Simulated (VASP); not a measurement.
Set up this calculation in VASP 6.6.1, as the native input.

```yaml
Task: single point
Functional: PBEsol
Potentials_or_basis: VASP PAW PBE potentials, release 64 (Al, Ru_pv)
Cutoff: 520 eV
k_mesh: 14 × 14 × 14
Occupations: fermi-dirac, width 0.05 eV
Spin: no spin polarisation
Dipole_correction: no
Further_INCAR_settings: ALGO = Normal; EDIFF = 1e-07; NBANDS = 16
```

The structure of AlRu lies in POSCAR:

```
AlRu
1.0
    2.9765098736      0.0000000000      0.0000000000
    0.0000000000      2.9765098736      0.0000000000
    0.0000000000      0.0000000000      2.9765098736
Al Ru
1 1
Direct
    0.0000000000      0.0000000000      0.0000000000
    0.5000000000      0.5000000000      0.5000000000
```

One way to write it, as run:

INCAR

```
ALGO     = Normal         # electronic algorithm
EDIFF    = 1E-7           # SCF threshold, eV
ENCUT    = 520            # plane-wave cutoff, eV
GGA      = PS             # functional
ISIF     = 2              # what is computed and relaxed
ISMEAR   = -1             # smearing method
LASPH    = True           # aspherical terms in the spheres
LCHARG   = True           # write CHGCAR
LELF     = True           # ELF
LREAL    = False          # projectors in reciprocal space
LVHAR    = True         
LWAVE    = False          # write WAVECAR
NBANDS   = 16             # bands
NELM     = 100            # most SCF steps
PREC     = Accurate       # precision mode
SIGMA    = 0.05           # smearing width, eV
```

KPOINTS

```
k-points
0
Gamma
  14 14 14
```

Potentials or basis: VASP PAW PBE potentials, release 64 (Al, Ru_pv).

Command:

```sh
$ cat potpaw_PBE.64/Al/POTCAR potpaw_PBE.64/Ru_pv/POTCAR > POTCAR
$ mpirun -np 1 vasp_std > vasp.out
```

It gave:

```
Pressure               : 0.0 GPa
Band gap on the k mesh : zero (an odd number of electrons rules out a gap without spin polarisation)
```

Caveat: the PAW data sets were made with another functional, which shifts forces and pressure a little.

It took 29 s on 1 thread of Intel(R) Xeon(R) 6975P-C (Granite Rapids) (shared host), peak memory 0.17 GiB.
